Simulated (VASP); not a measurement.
# YCu (Pm-3m) in VASP: a series of runs, part 2 of 2

VASP 6.6.1. The steps go on from the part before.

**4. Single point, LDA**

This run uses another cell than the first one, of 20.26 Å³/atom.

Contents of INCAR:

```
SYSTEM = YCu
PREC = Accurate
ENCUT = 520
EDIFF = 1E-6
ISMEAR = 1
SIGMA = 0.15
LREAL = .False.
LASPH = .True.
NELM = 60
ALGO = Normal
ISIF = 2
LWAVE = .False.
LCHARG = .False.
NBANDS = 18
```

Contents of KPOINTS:

```
Automatic mesh
0
Gamma
  8 8 8
  0 0 0
```

Contents of POSCAR:

```
YCu
1.0
    3.4349054752      0.0000000000      0.0000000000
    0.0000000000      3.4349054752      0.0000000000
    0.0000000000      0.0000000000      3.4349054752
Y Cu
1 1
Direct
    0.0000000000      0.0000000000      0.0000000000
    0.5000000000      0.5000000000      0.5000000000
```

Potentials or basis: VASP PAW LDA potentials, release 64 (Y_sv, Cu).

On the command line:

```sh
$ cat potpaw_LDA.64/Y_sv/POTCAR potpaw_LDA.64/Cu/POTCAR > POTCAR
$ mpirun -np 1 vasp_std > vasp.out
```

OUTCAR:

```text
SYSTEM = YCu
   PREC = Accurate
   ENCUT = 520
   EDIFF = 1E-6
   ISMEAR = 1
   LREAL = .False.
   LASPH = .True.
   NELM = 60
   ISIF = 2

 ion  position               nearest neighbor table
   1  0.000  0.000  0.000-   2 2.97   2 2.97   2 2.97   2 2.97   2 2.97   2 2.97   2 2.97   2 2.97

   2  0.500  0.500  0.500-   1 2.97   1 2.97   1 2.97   1 2.97   1 2.97   1 2.97   1 2.97   1 2.97

  LATTYP: Found a simple cubic cell.
 ALAT       =     3.4349054752

  Lattice vectors:

 A1 = (   3.4349054752,   0.0000000000,   0.0000000000)
 A2 = (   0.0000000000,   3.4349054752,   0.0000000000)
 A3 = (   0.0000000000,   0.0000000000,   3.4349054752)

Analysis of symmetry for initial positions (statically):
=====================================================================
 Subroutine PRICEL returns:
 Original cell was already a primitive cell.

 Routine SETGRP: Setting up the symmetry group for a
 simple cubic supercell.

 Subroutine GETGRP returns: Found 48 space group operations
 (whereof 48 operations were pure point group operations)
 out of a pool of 48 trial point group operations.

The static configuration has the point symmetry O_h .

Analysis of symmetry for dynamics (positions and initial velocities):
=====================================================================
 Subroutine PRICEL returns:
 Original cell was already a primitive cell.

 Routine SETGRP: Setting up the symmetry group for a
 simple cubic supercell.

 Subroutine GETGRP returns: Found 48 space group operations
 (whereof 48 operations were pure point group operations)
 out of a pool of 48 trial point group operations.

The dynamic configuration has the point symmetry O_h .

 Subroutine INISYM returns: Found 48 space group operations
 (whereof 48 operations are pure point group operations),
 and found     1 'primitive' translations

[... 107 lines left out ...]
   EMIN   =  10.00;   EMAX   =-10.00  energy-range for DOS
   EFERMI =   0.00;   METHOD = LEGACY
   ISMEAR =     1;   SIGMA  =   0.15  broadening in eV -4-tet -1-fermi 0-gaus
   EFERMI_NEDOS =   21; number of points for ismear=-14 and -15
   IALGO  =     38    algorithm
   IMIX   =      4    mixing-type and parameters
     AMIX     =   0.40;   BMIX     =  1.00
     AMIX_MAG =   1.60;   BMIX_MAG =  1.00
  volume/ion in A,a.u.               =      20.26       136.74
  Fermi-wavevector in a.u.,A,eV,Ry     =   1.335470  2.523673 24.265735  1.783481
  Thomas-Fermi vector in A             =   2.464172
   LORBIT       =      0    0 simple, 1 ext, 2 COOP (PROOUT), +10 PAW based schemes
   GGA     = CA    functional components
   LHFCALC =     F    Hartree Fock is set to
   AEXX    =    0.0000 exact exchange contribution
   IVDW    =     0    specifies the selected vdW correction
   LEPSILON=     F    determine dielectric tensor
   LRPA    =     F    only Hartree local field effects (RPA)
 non-spin polarized calculation
 Methfessel and Paxton  Order N= 1 SIGMA  =   0.15
  energy-cutoff  :      520.00
  volume of cell :       40.53
 maximum number of plane-waves:      1110
 NGX is ok and might be reduce to    28
   NGX = 13   NGY = 13   NGZ = 13

 number of electron      22.0000005 magnetization

 Free energy of the ion-electron system (eV)
  ---------------------------------------------------
  ext. energy  EPLUGINS =         0.00000000
  ---------------------------------------------------
  free energy    TOTEN  =       -12.07812757 eV

  energy without entropy =      -12.07552100  energy(sigma->0) =      -12.07725871

 E-fermi :   4.8364     XC(G=0): -11.0799

 val. band max:        4.8010290902   @ k =   0.2500   0.0000   0.0000
 cond. band min:       4.8413275142   @ k =   0.2500   0.1250   0.0000
 fundamental gap:      0.0402984240
 Fermi energy:         4.8364044261

 k-point     1 :       0.0000    0.0000    0.0000
  band No.  band energies     occupation
      1     -37.6522      2.00000
      2     -17.5693      2.00000
      3     -17.5693      2.00000
      4     -17.5693      2.00000
      5      -1.8446      2.00000
      6       0.9955      2.00000
[... 481 lines left out ...]
      5       0.7438      2.00000
      6       1.1308      2.00000
[... 10 lines left out ...]
     17      11.6662      0.00000
     18      13.4816      0.00000

 [... further k-points ...]
[... 5 lines left out ...]
  --------------------------------------------------------------------------------------
  -------------------------------------------------------------------------------------
  Total       -0.9178190     -0.9178190     -0.9178190      0.0000000      0.0000000      0.0000000
  in kB      -36.2846767    -36.2846767    -36.2846767      0.0000000      0.0000000      0.0000000
  external PRESSURE =     -36.2846767 kB  Pullay stress =       0.0000000 kB

 VOLUME and BASIS-vectors are now :
 -----------------------------------------------------------------------------
  energy-cutoff  :      520.00
  volume of cell :       40.53
      direct lattice vectors                 reciprocal lattice vectors
     3.434905475  0.000000000  0.000000000     0.291128826  0.000000000  0.000000000
     0.000000000  3.434905475  0.000000000     0.000000000  0.291128826  0.000000000
     0.000000000  0.000000000  3.434905475     0.000000000  0.000000000  0.291128826

 POSITION                                       TOTAL-FORCE (eV/Angst)
 -----------------------------------------------------------------------------------
      0.00000      0.00000      0.00000         0.000000      0.000000      0.000000
      1.71745      1.71745      1.71745         0.000000      0.000000      0.000000
 -----------------------------------------------------------------------------------
    total drift:                                0.000000      0.000000      0.000000

  FREE ENERGIE OF THE ION-ELECTRON SYSTEM (eV)
  ---------------------------------------------------
  free  energy   TOTEN  =       -12.0781275689 eV

  energy  without entropy=      -12.0755209960  energy(sigma->0) =      -12.07725871
```

stdout:

```text
POSCAR found type information on POSCAR Y Cu
 POSCAR found :  2 types and       2 ions
 scaLAPACK will be used
 LDA part: xc-table for (Slater(with rela. corr.)+CA(PZ))
 , standard interpolation
 POSCAR, INCAR and KPOINTS ok, starting setup
 FFT: planning ... GRIDC
 FFT: planning ... GRID_SOFT
 FFT: planning ... GRID
 WAVECAR not read
 entering main loop
```

Wall time 28 s (1 thread of Intel Xeon Platinum 8259CL at 2.50GHz (Skylake/Cascade Lake), shared host); peak memory 0.17 GiB.

Results:

| Item | Value |
| --- | --- |
| Free energy | -12.0781 eV |
| Pressure | -3.6 GPa |
| Band gap on the k mesh | zero (bands 11 and 12 overlap by 2.43 eV) |

Caveat: the cell stands under tension.

**5. Single point, LDA**

This run uses another cell than the first one, of 20.68 Å³/atom.

Contents of INCAR:

```
  PREC = Accurate
  ENCUT = 520
  EDIFF = 1E-6
  ISMEAR = 1
  SIGMA = 0.15
  LREAL = False
  LASPH = True
  NELM = 100
  ALGO = Normal
  ISIF = 2
  LWAVE = False
  LCHARG = False
  NBANDS = 18
```

Contents of KPOINTS:

```
regular mesh
0
Gamma
  8 8 8
```

Contents of POSCAR:

```
YCu
1.0
    3.4581150000      0.0000000000      0.0000000000
    0.0000000000      3.4581150000      0.0000000000
    0.0000000000      0.0000000000      3.4581150000
Y Cu
1 1
Direct
    0.0000000000      0.0000000000      0.0000000000
    0.5000000000      0.5000000000      0.5000000000
```

On the command line:

```sh
$ cat potpaw_LDA.64/Y_sv/POTCAR potpaw_LDA.64/Cu/POTCAR > POTCAR
$ mpirun -np 1 vasp_std > vasp.out
```

It took 27 s on 1 thread of Intel Xeon Platinum 8259CL at 2.50GHz (Skylake/Cascade Lake), shared host; peak memory 0.17 GiB.

The run converged. Its results:

| Quantity | Value |
| --- | --- |
| Free energy | -12.0560 eV |
| Pressure | -5.0 GPa |
| Band gap on the k mesh | zero (bands 11 and 12 overlap by 2.34 eV) |

Levels at points of the mesh, in eV from the Fermi level:
```
           k point  band 7  band 8  band 9  band 10  band 11  band 12  band 13  band 14  band 15  band 16
(0.00, 0.00, 0.00)   -3.76   -3.05   -3.05    -3.05     0.33     0.33     4.64     4.64     4.64     5.94
(0.50, 0.00, 0.00)   -3.18   -3.10   -3.10    -2.97    -2.21     0.21     1.64     1.64     4.62     6.08
(0.50, 0.50, 0.00)   -3.32   -3.32   -2.76    -2.22     0.58     0.58     0.76     3.27     3.27     5.92
(0.50, 0.50, 0.50)   -3.28   -2.75   -2.75    -1.75    -1.75    -1.75     1.44     6.07     6.07     6.38
```

Caveat: the cell stands under tension.

**6. Overview**

| cell | gap on the mesh (eV) | pressure (GPa) |
| --- | --- | --- |
| a = 3.388 Å, 2 atoms | none | -0.5 |
| a = 3.411 Å, 2 atoms | none | -2.1 |
| a = 3.435 Å, 2 atoms | none | -3.6 |
| a = 3.458 Å, 2 atoms | none | -5.0 |

Alike in all rows: task single point; level LDA; potentials or basis VASP PAW LDA potentials, release 64 (Y_sv, Cu); no spin polarisation; k mesh 8 × 8 × 8; cutoff (eV) 520; smearing methfessel-paxton 0.15 eV.

Caveats: the cell stands under tension (at least some runs).

Total energies depend on the potentials used, so only differences within one code and one set of settings carry meaning.

The gap in the log of VASP goes by the Fermi energy; the results here count the filled bands.